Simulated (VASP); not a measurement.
**AlN: single point with PBE-based screened hybrid**

Crystal: AlN.

```xyz
4
Lattice="3.3121 0.0000 0.0000 -1.6561 2.8684 0.0000 0.0000 0.0000 4.1876" Properties=species:S:1:pos:R:3 pbc="T T T"
Al    1.6561    0.9561    1.0469
Al    0.0000    1.9123    3.1407
N     1.6561    0.9561    3.1407
N     0.0000    1.9123    1.0469
```

- Program: VASP 6.6.1
- Task: single point
- Functional: PBE-based screened hybrid
- Potentials or basis: VASP PAW PBE potentials, release 64 (Al, N)
- Cutoff: 520 eV
- k mesh: 5 × 5 × 4
- Occupations: fermi-dirac, width 0.05 eV
- Spin: no spin polarisation

```yaml
Pressure: -11.5 GPa
Band_gap_on_the_k_mesh: 5.88 eV, direct
```

Stress tensor (GPa, compression positive):
```
-11.92   0.00   0.00
  0.00 -11.92   0.00
  0.00   0.00 -10.70
```

Levels at points of the mesh, in eV from the valence-band top:
| k point | band 4 | band 5 | band 6 | band 7 | band 8 | band 9 | band 10 | band 11 | band 12 | band 13 |
| --- | --- | --- | --- | --- | --- | --- | --- | --- | --- | --- |
| (0.00, 0.00, 0.00) | -3.79 | -3.79 | -1.82 | -1.82 | 0.00 | 5.88 | 7.09 | 11.28 | 11.28 | 14.64 |
| (0.00, 0.00, 0.50) | -4.29 | -2.86 | -2.86 | -2.86 | -2.86 | 8.47 | 8.47 | 11.43 | 11.43 | 11.43 |

Run time: 12 min on 1 thread of Intel(R) Xeon(R) Platinum 8559C (Emerald Rapids), with other jobs on the host, peak memory 0.25 GiB.

Caveat: the k points lie up to 0.44 Å⁻¹ apart; the PAW data sets were made with another functional, which shifts forces and pressure a little.
